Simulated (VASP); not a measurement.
# Ru (Fm-3m) in VASP: a series of runs

Runs on Ru. Level: PBEsol. Tasks: single point.

Everything below comes from runs of VASP 6.6.1. Logs are shortened: lines on timing, memory, paths and dates and some standing lists are left out, and cuts for length are marked.

**1. The cell of the first run**

Symmetry: Fm-3m, No. 225, cubic system. Conventional cell: a = 3.808 Å, b = 3.808 Å, c = 3.808 Å, α = 90.00°, β = 90.00°, γ = 90.00°. Ru (site symmetry m-3m) has 12 Ru at 2.69 Å within 3.6 Å.

**2. Single point, PBEsol**

INCAR

```
SYSTEM = Ru
ALGO     = Fast           ! electronic algorithm
EDIFF    = 1E-7           ! SCF threshold, eV
ENCUT    = 520            ! plane-wave cutoff, eV
GGA      = PS             ! functional
ISIF     = 2              ! what is computed and relaxed
ISMEAR   = 0              ! smearing method
LASPH    = .TRUE.         ! aspherical terms in the spheres
LCHARG   = .FALSE.        ! write CHGCAR
LREAL    = .FALSE.        ! projectors in reciprocal space
LWAVE    = .FALSE.        ! write WAVECAR
NBANDS   = 13             ! bands
NELM     = 100            ! most SCF steps
PREC     = Accurate       ! precision mode
SIGMA    = 0.1            ! smearing width, eV
```

KPOINTS

```
k-points
0
G
  8 8 8
  0 0 0
```

POSCAR

```
Ru
1.0
    0.0000000000      1.9041912735      1.9041912735
    1.9041912735      0.0000000000      1.9041912735
    1.9041912735      1.9041912735      0.0000000000
Ru
1
Direct
    0.0000000000      0.0000000000      0.0000000000
```

Potentials or basis: VASP PAW PBE potentials, release 64 (Ru_pv).

The run is started by

```bash
cat potpaw_PBE.64/Ru_pv/POTCAR > POTCAR
mpirun -np 1 vasp_std > vasp.out
```

OUTCAR:

```text
SYSTEM = Ru
   EDIFF = 1E-7
   ENCUT = 520
   GGA = PS
   ISIF = 2
   ISMEAR = 0
   LASPH = .TRUE.
   LREAL = .FALSE.
   NELM = 100
   PREC = Accurate

 ion  position               nearest neighbor table
   1  0.000  0.000  0.000-

  LATTYP: Found a face centered cubic cell.
 ALAT       =     3.8083825470

  Lattice vectors:

 A1 = (   0.0000000000,   1.9041912735,   1.9041912735)
 A2 = (   1.9041912735,   0.0000000000,   1.9041912735)
 A3 = (   1.9041912735,   1.9041912735,   0.0000000000)

Analysis of symmetry for initial positions (statically):
=====================================================================
 Subroutine PRICEL returns:
 Original cell was already a primitive cell.

 Routine SETGRP: Setting up the symmetry group for a
 face centered cubic supercell.

 Subroutine GETGRP returns: Found 48 space group operations
 (whereof 48 operations were pure point group operations)
 out of a pool of 48 trial point group operations.

The static configuration has the point symmetry O_h .

Analysis of symmetry for dynamics (positions and initial velocities):
=====================================================================
 Subroutine PRICEL returns:
 Original cell was already a primitive cell.

 Routine SETGRP: Setting up the symmetry group for a
 face centered cubic supercell.

 Subroutine GETGRP returns: Found 48 space group operations
 (whereof 48 operations were pure point group operations)
 out of a pool of 48 trial point group operations.

The dynamic configuration has the point symmetry O_h .

 Subroutine INISYM returns: Found 48 space group operations
 (whereof 48 operations are pure point group operations),
 and found     1 'primitive' translations

----------------------------------------------------------------------------------------

                                     Primitive cell

  volume of cell :      13.8090

  direct lattice vectors                    reciprocal lattice vectors
     0.000000000  1.904191273  1.904191273    -0.262578664  0.262578664  0.262578664
     1.904191273  0.000000000  1.904191273     0.262578664 -0.262578664  0.262578664
     1.904191273  1.904191273  0.000000000     0.262578664  0.262578664 -0.262578664

  length of vectors
     2.692933124  2.692933124  2.692933124     0.454799586  0.454799586  0.454799586

  position of ions in fractional coordinates (direct lattice)
     0.000000000  0.000000000  0.000000000
[... 77 lines left out ...]
   LREAL  =      F    real-space projection
   EDIFFG = 0.1E-05   stopping-criterion for IOM
   NSW    =      0    number of steps for IOM
   IBRION =     -1    ionic relax: 0-MD 1-quasi-New 2-CG
   NFREE  =      0    steps in history (QN), initial steepest desc. (CG)
   ISIF   =      2    stress and relaxation
   ISYM   =      2    0-nonsym 1-usesym 2-fastsym
   POTIM  = 0.5000    time-step for ionic-motion
   TEBEG  =    0.0;   TEEND  =   0.0 temperature during run
   PSTRESS=    0.0 pullay stress
   NELECT =      14.0000    total number of electrons
   NUPDOWN=      -1.0000    fix difference up-down
   EMIN   =  10.00;   EMAX   =-10.00  energy-range for DOS
   EFERMI =   0.00;   METHOD = LEGACY
   ISMEAR =     0;   SIGMA  =   0.10  broadening in eV -4-tet -1-fermi 0-gaus
   EFERMI_NEDOS =   21; number of points for ismear=-14 and -15
   IALGO  =     68    algorithm
   IMIX   =      4    mixing-type and parameters
     AMIX     =   0.40;   BMIX     =  1.00
     AMIX_MAG =   1.60;   BMIX_MAG =  1.00
  volume/ion in A,a.u.               =      13.81        93.19
  Fermi-wavevector in a.u.,A,eV,Ry     =   1.644613  3.107867 36.800365  2.704751
  Thomas-Fermi vector in A             =   2.734549
   LORBIT       =      0    0 simple, 1 ext, 2 COOP (PROOUT), +10 PAW based schemes
   GGA     = PS    functional components
   LHFCALC =     F    Hartree Fock is set to
   AEXX    =    0.0000 exact exchange contribution
   IVDW    =     0    specifies the selected vdW correction
   LEPSILON=     F    determine dielectric tensor
   LRPA    =     F    only Hartree local field effects (RPA)
 non-spin polarized calculation
 RMM-DIIS sequential band-by-band and
 Gauss-broadening in eV      SIGMA  =   0.10
  energy-cutoff  :      520.00
  volume of cell :       13.81
 maximum number of plane-waves:       388
   NGX =  9   NGY =  9   NGZ =  9

 number of electron      14.0000002 magnetization

 Free energy of the ion-electron system (eV)
  ---------------------------------------------------
  ext. energy  EPLUGINS =         0.00000000
  ---------------------------------------------------
  free energy    TOTEN  =       -10.07736138 eV

  energy without entropy =      -10.07347014  energy(sigma->0) =      -10.07541576

 E-fermi :  12.2028     XC(G=0): -14.1724

 val. band max:       12.1988160328   @ k =   0.0000   0.0000   0.0000
 cond. band min:      12.3597634816   @ k =   0.2500   0.0000   0.0000
 fundamental gap:      0.1609474488
 Fermi energy:        12.2028005816

 k-point     1 :       0.0000    0.0000    0.0000
  band No.  band energies     occupation
      1     -30.0464      2.00000
      2     -30.0464      2.00000
      3     -30.0464      2.00000
      4       4.4218      2.00000
      5       9.7925      2.00000
      6       9.7925      2.00000
      7       9.7925      2.00000
      8      12.1988      1.04494
      9      12.1988      1.04494
     10      22.7603      0.00000
     11      27.3372      0.00000
     12      32.9688      0.00000
     13      32.9688      0.00000
[... 354 lines left out ...]
  band No.  band energies     occupation
      1     -30.9243      2.00000
      2     -30.4519      2.00000
      3     -30.2690      2.00000
      4       7.5752      2.00000
      5       8.4759      2.00000
      6      10.1649      2.00000
      7      10.9670      2.00000
      8      13.7858      0.00000
      9      18.5579      0.00000
     10      21.7099      0.00000
     11      22.7689      0.00000
     12      28.5085      0.00000
     13      29.5863      0.00000

 [... further k-points ...]
[... 5 lines left out ...]
  --------------------------------------------------------------------------------------
  -------------------------------------------------------------------------------------
  Total       -0.9474704     -0.9474704     -0.9474704      0.0000000      0.0000000      0.0000000
  in kB     -109.9295674   -109.9295674   -109.9295674      0.0000000      0.0000000      0.0000000
  external PRESSURE =    -109.9295674 kB  Pullay stress =       0.0000000 kB

 VOLUME and BASIS-vectors are now :
 -----------------------------------------------------------------------------
  energy-cutoff  :      520.00
  volume of cell :       13.81
      direct lattice vectors                 reciprocal lattice vectors
     0.000000000  1.904191273  1.904191273    -0.262578664  0.262578664  0.262578664
     1.904191273  0.000000000  1.904191273     0.262578664 -0.262578664  0.262578664
     1.904191273  1.904191273  0.000000000     0.262578664  0.262578664 -0.262578664

 POSITION                                       TOTAL-FORCE (eV/Angst)
 -----------------------------------------------------------------------------------
      0.00000      0.00000      0.00000         0.000000     -0.000000      0.000000
 -----------------------------------------------------------------------------------
    total drift:                               -0.000000     -0.000000     -0.000000

  FREE ENERGIE OF THE ION-ELECTRON SYSTEM (eV)
  ---------------------------------------------------
  free  energy   TOTEN  =       -10.0773613762 eV

  energy  without entropy=      -10.0734701393  energy(sigma->0) =      -10.07541576
```

stdout:

```text
POSCAR found type information on POSCAR Ru
 POSCAR found :  1 types and       1 ions
 scaLAPACK will be used
 -----------------------------------------------------------------------------
|                                                                             |
|                                                                             |
|     You enforced a specific xc type in the INCAR file but a different       |
|     I HOPE YOU KNOW WHAT YOU ARE DOING!                                     |
|                                                                             |
 -----------------------------------------------------------------------------

 LDA part: xc-table for (Slater+PW92), standard interpolation
 POSCAR, INCAR and KPOINTS ok, starting setup
 FFT: planning ... GRIDC
 FFT: planning ... GRID_SOFT
 FFT: planning ... GRID
 WAVECAR not read
 entering main loop
```

It took 9.7 s on 1 thread of AMD EPYC 7R13, shared host; peak memory 0.09 GiB.

What came out:

* Free energy: -10.0774 eV
* Pressure: -11.0 GPa
* Band gap on the k mesh: zero (band 7 reaches 14.54 eV, above the bottom of band 8 at 11.47 eV)

Caveat: the PAW data sets were made with another functional, which shifts forces and pressure a little.

**3. Single point, PBEsol**

This run uses another cell than the first one, of 13.34 Å³/atom, 0.966 times its volume.

INCAR

```
SYSTEM = Ru
PREC = Accurate ; ENCUT = 520
EDIFF = 1E-6 ; ISMEAR = 0
SIGMA = 0.1 ; LREAL = .FALSE.
LASPH = .TRUE. ; NELM = 100
ALGO = Fast ; ISIF = 2
LWAVE = .FALSE. ; LCHARG = .FALSE.
GGA = PS ; NBANDS = 13
```

KPOINTS

```
Automatic mesh
0
G
  8 8 8
  0 0 0
```

POSCAR

```
Ru
1.0
    0.0000000000      1.8821967726      1.8821967726
    1.8821967726      0.0000000000      1.8821967726
    1.8821967726      1.8821967726      0.0000000000
Ru
1
Direct
    0.0000000000      0.0000000000      0.0000000000
```

Potentials or basis: VASP PAW PBE potentials, release 64 (Ru_pv).

The run is started by

```bash
cat potpaw_PBE.64/Ru_pv/POTCAR > POTCAR
mpirun -np 1 vasp_std > vasp.out
```

It took 7.9 s on 1 thread of AMD EPYC 7R13, shared host; peak memory 0.09 GiB.

The run converged. Its results:

| Property | Result |
| --- | --- |
| Free energy | -10.0937 eV |
| Pressure | 0.0 GPa |
| Band gap on the k mesh | zero (band 7 reaches 15.30 eV, above the bottom of band 8 at 12.05 eV) |

Levels at points of the mesh, in eV from the Fermi level:
| k point | band 5 | band 6 | band 7 | band 8 | band 9 | band 10 |
| --- | --- | --- | --- | --- | --- | --- |
| (0.00, 0.00, 0.00) | -2.53 | -2.53 | -2.53 | 0.01 | 0.01 | 10.53 |
| (0.50, 0.00, 0.00) | -2.66 | -2.66 | 1.11 | 1.94 | 1.94 | 10.36 |
| (0.50, 0.50, 0.00) | -5.97 | 1.90 | 2.48 | 2.48 | 3.79 | 10.53 |

Caveat: the k points lie up to 0.36 Å⁻¹ apart; the PAW data sets were made with another functional, which shifts forces and pressure a little.
